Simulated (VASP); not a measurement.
# Hg (P6/mmm) in VASP: a series of runs

Runs on Hg. Level: PBE. Tasks: single point, relaxation of cell and atoms.

Program: VASP 6.6.1. These are calculated values, not measurements. Logs are shortened: lines on timing, memory, paths and dates and some standing lists are left out, and cuts for length are marked.

**1. The cell of the first run**

It takes space group P6/mmm (No. 191, hexagonal). The conventional cell has a = 5.568 Å, b = 5.568 Å, c = 3.285 Å, α = 90.00°, β = 90.00°, γ = 120.00°. Hg (site symmetry -6m2) has 11 Hg at 3.21 to 3.61 Å within 4.2 Å. Hg (site symmetry 6/mmm) has 14 Hg at 3.29 to 3.61 Å within 4.3 Å.

**2. Single point, PBE**

INCAR

```
PREC     = Accurate       # precision mode
ENCUT    = 520            # plane-wave cutoff, eV
EDIFF    = 1E-6           # SCF threshold, eV
ISMEAR   = -1             # smearing method
SIGMA    = 0.05           # smearing width, eV
LREAL    = False          # projectors in reciprocal space
LASPH    = True           # aspherical terms in the spheres
NELM     = 100            # most SCF steps
ALGO     = Normal         # electronic algorithm
ISIF     = 2              # what is computed and relaxed
LWAVE    = False          # write WAVECAR
LCHARG   = False          # write CHGCAR
GGA      = PE             # functional
NBANDS   = 25             # bands
```

KPOINTS

```
regular mesh
0
Gamma
  8 8 9
```

POSCAR

```
Hg
1.0
    5.5679617651      0.0000000000      0.0000000000
   -2.7839808826      4.8219963359      0.0000000000
    0.0000000000      0.0000000000      3.2850178767
Hg
3
Direct
    0.3333333333      0.6666666667      0.5000000000
    0.0000000000      0.0000000000      0.0000000000
    0.6666666667      0.3333333333      0.5000000000
```

Potentials or basis: VASP PAW PBE potentials, release 64 (Hg).

Run with:

```bash
$ cat potpaw_PBE.64/Hg/POTCAR > POTCAR
$ mpirun -np 1 vasp_std > vasp.out
```

OUTCAR:

```text
PREC = Accurate
   ENCUT = 520
   EDIFF = 1E-6
   ISMEAR = -1
   LREAL = False
   LASPH = True
   NELM = 100
   ISIF = 2
   GGA = PE

 ion  position               nearest neighbor table
   1  0.333  0.667  0.500-   3 3.21   3 3.21   3 3.21   2 3.61   2 3.61   2 3.61   2 3.61   2 3.61
                             2 3.61
   2  0.000  0.000  0.000-   1 3.61   3 3.61   1 3.61   3 3.61   3 3.61   3 3.61   1 3.61   1 3.61
                             3 3.61   3 3.61   1 3.61   1 3.61
   3  0.667  0.333  0.500-   1 3.21   1 3.21   1 3.21   2 3.61   2 3.61   2 3.61   2 3.61   2 3.61
                             2 3.61

  LATTYP: Found a hexagonal cell.
 ALAT       =     5.5679617651
 C/A-ratio  =     0.5899857103

  Lattice vectors:

 A1 = (   5.5679617651,   0.0000000000,   0.0000000000)
 A2 = (  -2.7839808826,   4.8219963359,   0.0000000000)
 A3 = (   0.0000000000,   0.0000000000,   3.2850178767)

Analysis of symmetry for initial positions (statically):
=====================================================================
 Subroutine PRICEL returns:
 Original cell was already a primitive cell.

 Routine SETGRP: Setting up the symmetry group for a
 hexagonal supercell.

 Subroutine GETGRP returns: Found 24 space group operations
 (whereof 24 operations were pure point group operations)
 out of a pool of 24 trial point group operations.

The static configuration has the point symmetry D_6h.

Analysis of symmetry for dynamics (positions and initial velocities):
=====================================================================
 Subroutine PRICEL returns:
 Original cell was already a primitive cell.

 Routine SETGRP: Setting up the symmetry group for a
 hexagonal supercell.

 Subroutine GETGRP returns: Found 24 space group operations
 (whereof 24 operations were pure point group operations)
 out of a pool of 24 trial point group operations.

The dynamic configuration has the point symmetry D_6h.

 Subroutine INISYM returns: Found 24 space group operations
 (whereof 24 operations are pure point group operations),
 and found     1 'primitive' translations

----------------------------------------------------------------------------------------

                                     Primitive cell

  volume of cell :      88.1984

  direct lattice vectors                    reciprocal lattice vectors
     5.567961765  0.000000000  0.000000000     0.179598934  0.103691493  0.000000000
    -2.783980883  4.821996336  0.000000000     0.000000000  0.207382986  0.000000000
     0.000000000  0.000000000  3.285017877     0.000000000  0.000000000  0.304412346

  length of vectors
     5.567961765  5.567961765  3.285017877     0.207382986  0.207382986  0.304412346

  position of ions in fractional coordinates (direct lattice)
     0.333333333  0.666666667  0.500000000
     0.000000000  0.000000000  0.000000000
     0.666666667  0.333333333  0.500000000

  ion indices of the primitive-cell ions
   primitive index   ion index
                 1           1
                 2           2
                 3           3

----------------------------------------------------------------------------------------

 KPOINTS: regular mesh

Automatic generation of k-mesh.
 Grid dimensions read from file:
 generate k-points for:    8    8    9

 Generating k-lattice:

  Cartesian coordinates                     Fractional coordinates (reciprocal lattice)
     0.022449867  0.012961437  0.000000000     0.125000000  0.000000000  0.000000000
     0.000000000  0.025922873  0.000000000     0.000000000  0.125000000  0.000000000
     0.000000000  0.000000000  0.033823594     0.000000000  0.000000000  0.111111111

  Length of vectors
     0.025922873  0.025922873  0.033823594

  Shift w.r.t. Gamma in fractional coordinates (k-lattice)
     0.000000000  0.000000000  0.000000000

 Subroutine IBZKPT returns following result:
 ===========================================

 Found     50 irreducible k-points:

 Following reciprocal coordinates:
            Coordinates               Weight
  0.000000  0.000000  0.000000      1.000000
  0.125000  0.000000  0.000000      6.000000
  0.250000  0.000000  0.000000      6.000000
  0.375000 -0.000000  0.000000      6.000000
  0.500000  0.000000  0.000000      3.000000
  0.125000  0.125000  0.000000      6.000000
[... 16 lines left out ...]
  0.250000  0.000000  0.222222     12.000000
  0.375000 -0.000000  0.222222     12.000000
 [... further k-points ...]
   k-points           NKPTS =     50   k-points in BZ     NKDIM =     50   number of bands    NBANDS=     25
   number of dos      NEDOS =    301   number of ions     NIONS =      3
   total plane-waves  NPLWV =  42336
   dimension x,y,z NGX =    42 NGY =   42 NGZ =   24
   dimension x,y,z NGXF=    84 NGYF=   84 NGZF=   48
   ions per type =               3
   NGX,Y,Z   is equivalent  to a cutoff of  12.54, 12.54, 12.15 a.u.
   NGXF,Y,Z  is equivalent  to a cutoff of  25.08, 25.08, 24.29 a.u.
 SYSTEM =  unknown system
   PREC   = accura    normal or accurate (medium, high low for compatibility)
   ISTART =      0    job   : 0-new  1-cont  2-samecut
   ICHARG =      2    charge: 1-file 2-atom 10-const
   ISPIN  =      1    spin polarized calculation?
   LNONCOLLINEAR =      F non collinear calculations
   LSORBIT =      F    spin-orbit coupling
   LASPH  =      T    aspherical Exc in radial PAW
   ENCUT  =  520.0 eV  38.22 Ry    6.18 a.u.  10.35 10.35  6.11*2*pi/ulx,y,z
   NELM   =    100;   NELMIN=  2; NELMDL= -5     # of ELM steps
   EDIFF  = 0.1E-05   stopping-criterion for ELM
   LREAL  =      F    real-space projection
   EDIFFG = 0.1E-04   stopping-criterion for IOM
   NSW    =      0    number of steps for IOM
   IBRION =     -1    ionic relax: 0-MD 1-quasi-New 2-CG
   NFREE  =      0    steps in history (QN), initial steepest desc. (CG)
   ISIF   =      2    stress and relaxation
   ISYM   =      2    0-nonsym 1-usesym 2-fastsym
   POTIM  = 0.5000    time-step for ionic-motion
   TEBEG  =    0.0;   TEEND  =   0.0 temperature during run
   PSTRESS=    0.0 pullay stress
   NELECT =      36.0000    total number of electrons
   NUPDOWN=      -1.0000    fix difference up-down
   EMIN   =  10.00;   EMAX   =-10.00  energy-range for DOS
   EFERMI =   0.00;   METHOD = LEGACY
   ISMEAR =    -1;   SIGMA  =   0.05  broadening in eV -4-tet -1-fermi 0-gaus
   EFERMI_NEDOS =   21; number of points for ismear=-14 and -15
   IALGO  =     38    algorithm
   IMIX   =      4    mixing-type and parameters
     AMIX     =   0.40;   BMIX     =  1.00
     AMIX_MAG =   1.60;   BMIX_MAG =  1.00
  volume/ion in A,a.u.               =      29.40       198.40
  Fermi-wavevector in a.u.,A,eV,Ry     =   1.214382  2.294850 20.064839  1.474724
  Thomas-Fermi vector in A             =   2.349804
   LORBIT       =      0    0 simple, 1 ext, 2 COOP (PROOUT), +10 PAW based schemes
   GGA     = PE    functional components
   LHFCALC =     F    Hartree Fock is set to
   AEXX    =    0.0000 exact exchange contribution
   IVDW    =     0    specifies the selected vdW correction
   LEPSILON=     F    determine dielectric tensor
   LRPA    =     F    only Hartree local field effects (RPA)
 non-spin polarized calculation
  energy-cutoff  :      520.00
  volume of cell :       88.20
 maximum number of plane-waves:      2412
 NGX is ok and might be reduce to    42
   NGX = 21   NGY = 21   NGZ = 13

 number of electron      35.9999998 magnetization

 Free energy of the ion-electron system (eV)
  ---------------------------------------------------
  ext. energy  EPLUGINS =         0.00000000
  ---------------------------------------------------
  free energy    TOTEN  =        -0.55263869 eV

  energy without entropy =       -0.55094973  energy(sigma->0) =       -0.55179421

 E-fermi :   1.2537     XC(G=0):  -9.6675

 val. band max:        1.1006025096   @ k =   0.2500   0.0000   0.4444
 cond. band min:       1.3135953667   @ k =   0.2500   0.0000   0.0000
 fundamental gap:      0.2129928572
 Fermi energy:         1.2536625862

 k-point     1 :       0.0000    0.0000    0.0000
  band No.  band energies     occupation
      1      -6.2503      2.00000
      2      -5.8632      2.00000
      3      -5.5083      2.00000
      4      -5.3740      2.00000
      5      -5.2329      2.00000
      6      -5.2329      2.00000
[... 17 lines left out ...]
     24      13.3722      0.00000
     25      14.3347      0.00000

 k-point     2 :       0.1250    0.0000    0.0000
  band No.  band energies     occupation
      1      -6.1394      2.00000
      2      -5.8466      2.00000
      3      -5.5250      2.00000
      4      -5.4112      2.00000
      5      -5.3154      2.00000
      6      -5.3150      2.00000
[... 17 lines left out ...]
     24      13.0590      0.00000
     25      13.4596      0.00000

 k-point     3 :       0.2500    0.0000    0.0000
  band No.  band energies     occupation
      1      -5.8489      2.00000
      2      -5.7990      2.00000
      3      -5.5819      2.00000
      4      -5.5514      2.00000
      5      -5.4105      2.00000
      6      -5.3570      2.00000
[... 17 lines left out ...]
     24      10.9209      0.00000
     25      12.1348      0.00000

 k-point     4 :       0.3750   -0.0000    0.0000
  band No.  band energies     occupation
      1      -5.7626      2.00000
      2      -5.7292      2.00000
      3      -5.6180      2.00000
      4      -5.5372      2.00000
      5      -5.4651      2.00000
      6      -5.2817      2.00000
[... 17 lines left out ...]
     24      10.4076      0.00000
     25      10.4194      0.00000

 k-point     5 :       0.5000    0.0000    0.0000
  band No.  band energies     occupation
      1      -5.8080      2.00000
      2      -5.6907      2.00000
      3      -5.6460      2.00000
      4      -5.5127      2.00000
      5      -5.4818      2.00000
      6      -5.1711      2.00000
[... 17 lines left out ...]
     24       9.6165      0.00000
     25      11.3731      0.00000

 k-point     6 :       0.1250    0.1250    0.0000
  band No.  band energies     occupation
      1      -5.9381      2.00000
      2      -5.8150      2.00000
      3      -5.5525      2.00000
      4      -5.5058      2.00000
      5      -5.4179      2.00000
      6      -5.3521      2.00000
[... 17 lines left out ...]
     24      11.2980      0.00000
     25      13.1863      0.00000
[... 393 lines left out ...]
 k-point    21 :       0.0000    0.0000    0.2222
  band No.  band energies     occupation
      1      -5.7562      2.00000
      2      -5.3756      2.00000
      3      -5.3756      2.00000
      4      -5.2819      2.00000
      5      -5.2687      2.00000
      6      -5.2687      2.00000
[... 17 lines left out ...]
     24      10.4269      0.00000
     25      10.4297      0.00000

 k-point    22 :       0.1250    0.0000    0.2222
  band No.  band energies     occupation
      1      -5.7174      2.00000
      2      -5.4112      2.00000
      3      -5.4091      2.00000
      4      -5.2793      2.00000
      5      -5.2770      2.00000
      6      -5.2711      2.00000
[... 17 lines left out ...]
     24       9.8114      0.00000
     25      10.0787      0.00000

 k-point    23 :       0.2500    0.0000    0.2222
  band No.  band energies     occupation
      1      -5.6498      2.00000
      2      -5.4609      2.00000
      3      -5.4582      2.00000
      4      -5.3159      2.00000
      5      -5.2777      2.00000
      6      -5.1896      2.00000
[... 17 lines left out ...]
     24       8.7163      0.00000
     25       9.5646      0.00000

 k-point    24 :       0.3750   -0.0000    0.2222
  band No.  band energies     occupation
      1      -5.6313      2.00000
      2      -5.4894      2.00000
      3      -5.4751      2.00000
      4      -5.3303      2.00000
      5      -5.2558      2.00000
      6      -5.1101      2.00000
[... 17 lines left out ...]
     24       9.1247      0.00000
     25       9.5312      0.00000

 [... further k-points ...]

------------------------ aborting loop because EDIFF is reached ----------------------------------------

  FORCE on cell =-STRESS in cart. coord.  units (eV):
  Direction    XX          YY          ZZ          XY          YZ          ZX
  --------------------------------------------------------------------------------------
  -------------------------------------------------------------------------------------
  Total        0.0606770      0.0606770      0.0378622     -0.0000000      0.0000000     -0.0000000
  in kB        1.1022338      1.1022338      0.6877890     -0.0000000      0.0000000     -0.0000000
  external PRESSURE =       0.9640855 kB  Pullay stress =       0.0000000 kB

 VOLUME and BASIS-vectors are now :
 -----------------------------------------------------------------------------
  energy-cutoff  :      520.00
  volume of cell :       88.20
      direct lattice vectors                 reciprocal lattice vectors
     5.567961765  0.000000000  0.000000000     0.179598934  0.103691493  0.000000000
    -2.783980883  4.821996336  0.000000000     0.000000000  0.207382986  0.000000000
     0.000000000  0.000000000  3.285017877     0.000000000  0.000000000  0.304412346

 POSITION                                       TOTAL-FORCE (eV/Angst)
 -----------------------------------------------------------------------------------
     -0.00000      3.21466      1.64251         0.000000      0.000000      0.000000
      0.00000      0.00000      0.00000        -0.000000      0.000000      0.000000
      2.78398      1.60733      1.64251        -0.000000      0.000000     -0.000000
 -----------------------------------------------------------------------------------
    total drift:                               -0.000000      0.000000     -0.000000

  FREE ENERGIE OF THE ION-ELECTRON SYSTEM (eV)
  ---------------------------------------------------
  free  energy   TOTEN  =        -0.5526386949 eV

  energy  without entropy=       -0.5509497345  energy(sigma->0) =       -0.55179421
```

Wall time 82 s (1 thread of Intel Xeon Platinum 8259CL at 2.50GHz (Skylake/Cascade Lake), shared host); peak memory 0.24 GiB.

What came out:

```
Free energy            : -0.5526 eV
Pressure               : 0.1 GPa
Band gap on the k mesh : zero (bands 18 and 19 overlap by 1.93 eV)
```

Levels at points of the mesh, in eV from the Fermi level:
```
           k point  band 16  band 17  band 18  band 19  band 20  band 21
(0.00, 0.00, 0.00)    -5.69    -1.51    -1.17     1.85     1.85     1.93
(0.50, 0.00, 0.00)    -5.21    -5.09    -1.92    -0.67     5.43     5.43
```

Caveat: spin-orbit coupling is left out, which moves the levels of the heavy elements.

**3. Single point, PBE**

This run uses another cell than the first one, of 29.51 Å³/atom.

INCAR

```
SYSTEM = Hg
ALGO = Normal ; EDIFF = 1E-7
ENCUT = 520 ; GGA = PE
ISIF = 2 ; ISMEAR = -1
LASPH = .True. ; LCHARG = .False.
LREAL = .False. ; LWAVE = .False.
NBANDS = 25 ; NELM = 80
PREC = Accurate ; SIGMA = 0.05
```

KPOINTS

```
k-points
0
Gamma
  8 8 9
  0 0 0
```

POSCAR

```
Hg
1.0
    5.5794943345      0.0000000000      0.0000000000
   -2.7897471672      4.8319838339      0.0000000000
    0.0000000000      0.0000000000      3.2834560066
Hg
3
Direct
    0.3333333333      0.6666666667      0.5000000000
    0.0000000000      0.0000000000      0.0000000000
    0.6666666667      0.3333333333      0.5000000000
```

Potentials or basis: VASP PAW PBE potentials, release 64 (Hg).

Run with:

```bash
$ cat potpaw_PBE.64/Hg/POTCAR > POTCAR
$ mpirun -np 1 vasp_std > vasp.out
```

OUTCAR:

```text
SYSTEM = Hg
   EDIFF = 1E-7
   ENCUT = 520
   GGA = PE
   ISIF = 2
   ISMEAR = -1
   LASPH = .True.
   LREAL = .False.
   NELM = 80
   PREC = Accurate

 ion  position               nearest neighbor table
   1  0.333  0.667  0.500-   3 3.22   3 3.22   3 3.22   2 3.62   2 3.62   2 3.62   2 3.62   2 3.62
                             2 3.62
   2  0.000  0.000  0.000-   1 3.62   3 3.62   1 3.62   3 3.62   1 3.62   1 3.62   3 3.62   3 3.62
                             3 3.62   3 3.62   1 3.62   1 3.62
   3  0.667  0.333  0.500-   1 3.22   1 3.22   1 3.22   2 3.62   2 3.62   2 3.62   2 3.62   2 3.62
                             2 3.62

  LATTYP: Found a hexagonal cell.
 ALAT       =     5.5794943345
 C/A-ratio  =     0.5884863053

  Lattice vectors:

 A1 = (   5.5794943345,   0.0000000000,   0.0000000000)
 A2 = (  -2.7897471672,   4.8319838339,   0.0000000000)
 A3 = (   0.0000000000,   0.0000000000,   3.2834560066)

Analysis of symmetry for initial positions (statically):
=====================================================================
 Subroutine PRICEL returns:
 Original cell was already a primitive cell.

 Routine SETGRP: Setting up the symmetry group for a
[... 169 lines left out ...]

 E-fermi :   1.2308     XC(G=0):  -9.6484

 val. band max:        1.0771937301   @ k =   0.2500  -0.0000   0.4444
 cond. band min:       1.2934776479   @ k =   0.2500  -0.0000   0.0000
 fundamental gap:      0.2162839178
 Fermi energy:         1.2308426007

 k-point     1 :       0.0000    0.0000    0.0000
  band No.  band energies     occupation
      1      -6.2487      2.00000
      2      -5.8776      2.00000
      3      -5.5291      2.00000
      4      -5.3940      2.00000
      5      -5.2463      2.00000
      6      -5.2463      2.00000
[... 661 lines left out ...]
     24       9.0947      0.00000
     25       9.4748      0.00000

 [... further k-points ...]

------------------------ aborting loop because EDIFF is reached ----------------------------------------

  FORCE on cell =-STRESS in cart. coord.  units (eV):
  Direction    XX          YY          ZZ          XY          YZ          ZX
  --------------------------------------------------------------------------------------
  -------------------------------------------------------------------------------------
  Total        0.0249839      0.0249839      0.0362248      0.0000000     -0.0000000      0.0000000
  in kB        0.4521874      0.4521874      0.6556388      0.0000000     -0.0000000      0.0000000
  external PRESSURE =       0.5200045 kB  Pullay stress =       0.0000000 kB

 VOLUME and BASIS-vectors are now :
 -----------------------------------------------------------------------------
  energy-cutoff  :      520.00
  volume of cell :       88.52
      direct lattice vectors                 reciprocal lattice vectors
     5.579494334  0.000000000  0.000000000     0.179227711  0.103477167  0.000000000
    -2.789747167  4.831983834  0.000000000     0.000000000  0.206954335  0.000000000
     0.000000000  0.000000000  3.283456007     0.000000000  0.000000000  0.304557149

 POSITION                                       TOTAL-FORCE (eV/Angst)
 -----------------------------------------------------------------------------------
     -0.00000      3.22132      1.64173        -0.000000     -0.000000      0.000000
      0.00000      0.00000      0.00000        -0.000000      0.000000      0.000000
      2.78975      1.61066      1.64173         0.000000      0.000000     -0.000000
 -----------------------------------------------------------------------------------
    total drift:                               -0.000000      0.000000     -0.000000

  FREE ENERGIE OF THE ION-ELECTRON SYSTEM (eV)
  ---------------------------------------------------
  free  energy   TOTEN  =        -0.5529706032 eV

  energy  without entropy=       -0.5512704722  energy(sigma->0) =       -0.55212054
```

stdout:

```text
POSCAR found type information on POSCAR Hg
 POSCAR found :  1 types and       3 ions
 scaLAPACK will be used
 LDA part: xc-table for (Slater+PW92), standard interpolation
 POSCAR, INCAR and KPOINTS ok, starting setup
 FFT: planning ... GRIDC
 FFT: planning ... GRID_SOFT
 FFT: planning ... GRID
 WAVECAR not read
 entering main loop
```

Wall time 92 s (1 thread of Intel Xeon Platinum 8259CL at 2.50GHz (Skylake/Cascade Lake), shared host); peak memory 0.24 GiB.

Results:

```yaml
Free_energy: -0.5530 eV
Pressure: 0.1 GPa
Band_gap_on_the_k_mesh: zero (bands 18 and 19 overlap by 1.91 eV)
```

Caveat: spin-orbit coupling is left out, which moves the levels of the heavy elements.

[end of part 1 of 2]

The gap in the log of VASP goes by the Fermi energy; the results here count the filled bands.